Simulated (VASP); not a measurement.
A run of VASP 6.6.1 is set up as follows.

POSCAR

```
HgTe
1.0
    0.0000000000      3.2145000000      3.2145000000
    3.2145000000      0.0000000000      3.2145000000
    3.2145000000      3.2145000000      0.0000000000
Hg Te
1 1
Direct
    0.0000000000      0.0000000000      0.0000000000
    0.7500000000      0.7500000000      0.7500000000
```

File INCAR.step1:

```
PREC = Accurate ; ENCUT = 520
ISMEAR = -1 ; SIGMA = 0.05
LREAL = F ; LASPH = T
NELM = 80 ; NBANDS = 16
GGA = PE ; ALGO = Normal
EDIFF = 1E-4 ; LWAVE = T
LCHARG = F
```

File INCAR.step2:

```
PREC = Accurate ; ENCUT = 520
EDIFF = 1E-6 ; ISMEAR = -1
SIGMA = 0.05 ; LREAL = F
LASPH = T ; NELM = 80
ALGO = Normal ; ISIF = 2
LWAVE = F ; LCHARG = T
METAGGA = R2SCAN ; LMIXTAU = T
LELF = T ; LVHAR = T
NBANDS = 16 ; ISTART = 1
```

Contents of KPOINTS:

```
regular mesh
0
Gamma
  6 6 6
```

Potentials or basis: VASP PAW PBE potentials, release 64 (Hg, Te).

Command:

```sh
$ cat potpaw_PBE.64/Hg/POTCAR potpaw_PBE.64/Te/POTCAR > POTCAR
$ cp INCAR.step1 INCAR
$ mpirun -np 1 vasp_std > vasp.out
$ cp INCAR.step2 INCAR
$ mpirun -np 1 vasp_std > vasp.out
```

Problem. Predict the pressure.

Solution. 3.3 GPa.

Problem. What does it give for the band gap on the k mesh?

Solution. Zero (filled and empty bands touch).

Caveat: the PAW data sets were made with another functional, which shifts forces and pressure a little; spin-orbit coupling is left out, which moves the levels of the heavy elements.
